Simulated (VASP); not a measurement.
TePb (zincblende type), 2 atoms in the cell. Symmetry: F-43m, No. 216, cubic system. The conventional cell has a = 5.966 Å, b = 5.966 Å, c = 5.966 Å, α = 90.00°, β = 90.00°, γ = 90.00°. Pb (site symmetry -43m) has 4 Te at 2.58 Å within 3.4 Å. Within 3.4 Å of Te (site symmetry -43m) lie 4 Pb at 2.58 Å.  This cell differs from its parent crystal: volume scaled by 0.55.

* Program: VASP 6.6.1
* Task: single point
* Functional: r2SCAN
* Potentials or basis: VASP PAW PBE potentials, release 64 (Pb_d, Te)
* Cutoff: 520 eV
* k mesh: 12 × 12 × 12
* Occupations: fermi-dirac, width 0.05 eV
* Spin: no spin polarisation
* Dipole correction: no
* Further INCAR settings: ALGO = Normal; EDIFF = 1e-06; NBANDS = 17

Potentials or basis: VASP PAW PBE potentials, release 64 (Pb_d, Te).

Command:

```sh
$ cat potpaw_PBE.64/Pb_d/POTCAR potpaw_PBE.64/Te/POTCAR > POTCAR
$ cp INCAR.step1 INCAR
$ mpirun -np 1 vasp_std > vasp.out
$ cp INCAR.step2 INCAR
$ mpirun -np 1 vasp_std > vasp.out
```

Hardware: 1 thread of Intel(R) Xeon(R) Platinum 8375C CPU @ 2.90GHz (Ice Lake), with other jobs on the host.

How long does it take, and how much memory?

Wall time 2.1 min on 1 thread of Intel(R) Xeon(R) Platinum 8375C CPU @ 2.90GHz (Ice Lake), on a shared host, peak memory 0.23 GiB. Counts: k points 72.
